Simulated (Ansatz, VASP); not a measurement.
## BN: VASP beside Ansatz

File INCAR:

```
SYSTEM = BN
  ALGO = Normal
  EDIFF = 1E-7
  ENCUT = 520
  GGA = PS
  ISIF = 2
  ISMEAR = 0
  LASPH = .TRUE.
  LCHARG = .TRUE.
  LELF = .TRUE.
  LREAL = .FALSE.
  LVHAR = .TRUE.
  LWAVE = .FALSE.
  NBANDS = 11
  NELM = 60
  PREC = Accurate
  SIGMA = 0.05
```

The input KPOINTS:

```
k-points
0
G
  12 12 12
  0 0 0
```

POSCAR

```
BN
1.0
    0.0000000000      3.4953158300      2.1660912400
    1.2516321000      0.0000000000      2.1660912400
    1.2516321000      3.4953158300      0.0000000000
B N
1 1
Direct
   -0.0518882204     -0.0518882204      1.0518882204
    0.6666513400      0.6666513400      0.3333486600
```

Input for Ansatz:

```yaml
crystal:
  lattice:
    - [0.0, 3.49531583, 2.16609124]
    - [1.2516321, 0.0, 2.16609124]
    - [1.2516321, 3.49531583, 0.0]
  atoms:
    - { symbol: B, position: [-0.0518882204, -0.0518882204, 1.0518882204] }
    - { symbol: "N", position: [0.66665134, 0.66665134, 0.33334866] }
basis:
  ecutwfc: 420
kpoints:
  mp_grid: { grid: [12, 12, 12] }
hamiltonian:
  xc: pbesol
scf:
  occupations: { method: gaussian, width: 0.05 }
output:
  forces: true
  stress: true
  eigenvalues: true
```

Change from the starting cell: all B atoms moved -0.225 Å, as atom 1 along Cartesian [0 0 1].

Alike in both runs: task single point; functional PBEsol; k mesh 12 × 12 × 12; occupations gaussian, width 0.05 eV; no spin polarisation.

|  | VASP | Ansatz |
| --- | --- | --- |
| version | VASP 6.6.1 | Ansatz 0.2.0 |
| potentials or method | VASP PAW PBE potentials, release 64 (B, N), cutoff 520 eV | scalar-relativistic, plane waves, PAW |
| valence electrons in the cell | 8 | 8 |

Ansatz gave:

| Quantity | Value |
| --- | --- |
| gap on the k mesh at the Fermi level (eV) | 1.77 |
| least direct gap on the mesh (eV) | 3.69 |
| pressure (GPa) | 24.4 |
| traceless stress, the component that is largest in VASP (GPa) | 54.84 |
| rms of the force components (eV/Å) | 8.034 |

Estimate VASP's values.

gap on the k mesh at the Fermi level (eV): 1.76; least direct gap on the mesh (eV): 3.68; pressure (GPa): 24.7; traceless stress, the component that is largest in VASP (GPa): 55.45; rms of the force components (eV/Å): 8.070.

VASP's potentials were made for PBE, not for PBEsol. Atom by atom the forces differ by 0.036 eV/Å (rms over components). With one functional, cell and mesh, what is left measures potentials, basis and numerics.
